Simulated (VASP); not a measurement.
Wanted: the native input for a VASP 6.6.1 run.

```yaml
Task: single point
Functional: PBEsol
Potentials_or_basis: VASP PAW PBE potentials, release 64 (Zr_sv, Si)
Cutoff: 520 eV
k_mesh: 6 × 6 × 12
Occupations: gaussian, width 0.15 eV
Spin: no spin polarisation
Dipole_correction: no
Further_INCAR_settings: ALGO = Fast; EDIFF = 1e-06; NBANDS = 55
```

The structure of Zr3Si2 lies in POSCAR:

```
Zr3Si2
1.0
    7.0655778226      0.0000000000      0.0000000000
    0.0000000000      7.0655778226      0.0000000000
    0.0000000000      0.0000000000      3.6444907344
Zr Si
6 4
Direct
    0.1744786440      0.6744786440      0.5000000000
    0.8255213560      0.3255213560      0.5000000000
    0.3255213560      0.1744786440      0.5000000000
    0.6744786440      0.8255213560      0.5000000000
   -0.0673179571      0.0218189304      0.0000000000
    0.5000000000      0.5000000000      0.0000000000
    0.6223900172      0.1223900172      0.0000000000
    0.3776099828      0.8776099828      0.0000000000
    0.8776099828      0.6223900172      0.0000000000
    0.1223900172      0.3776099828      0.0000000000
```

This cell differs from its parent crystal: atom 5 (Zr) moved +0.500 Å towards its neighbour atom 7 (Si) at 2.805 Å.

These files were run (other wordings do the same):

INCAR

```
PREC = Accurate
ENCUT = 520
EDIFF = 1E-6
ISMEAR = 0
SIGMA = 0.15
LREAL = False
LASPH = True
NELM = 80
ALGO = Fast
ISIF = 2
LWAVE = False
LCHARG = False
GGA = PS
NBANDS = 55
```

KPOINTS

```
Automatic mesh
0
Gamma
  6 6 12
```

Potentials or basis: VASP PAW PBE potentials, release 64 (Zr_sv, Si).

Command:

```console
$ cat potpaw_PBE.64/Zr_sv/POTCAR potpaw_PBE.64/Si/POTCAR > POTCAR
$ mpirun -np 1 vasp_std > vasp.out
```

It gave:

```json
{"Pressure": "3.7 GPa", "Largest force": "7.815 eV/Å", "Band gap on the k mesh": "zero (bands 44 and 45 overlap by 1.06 eV)"}
```

Caveat: the cell differs from its parent crystal (atom 5 (Zr) moved +0.500 Å towards its neighbour atom 7 (Si) at 2.805 Å); the cell stands under pressure; the PAW data sets were made with another functional, which shifts forces and pressure a little.

Run time: 26 min on 1 thread of Intel(R) Xeon(R) 6975P-C (Granite Rapids), on a shared host, peak memory 0.98 GiB.
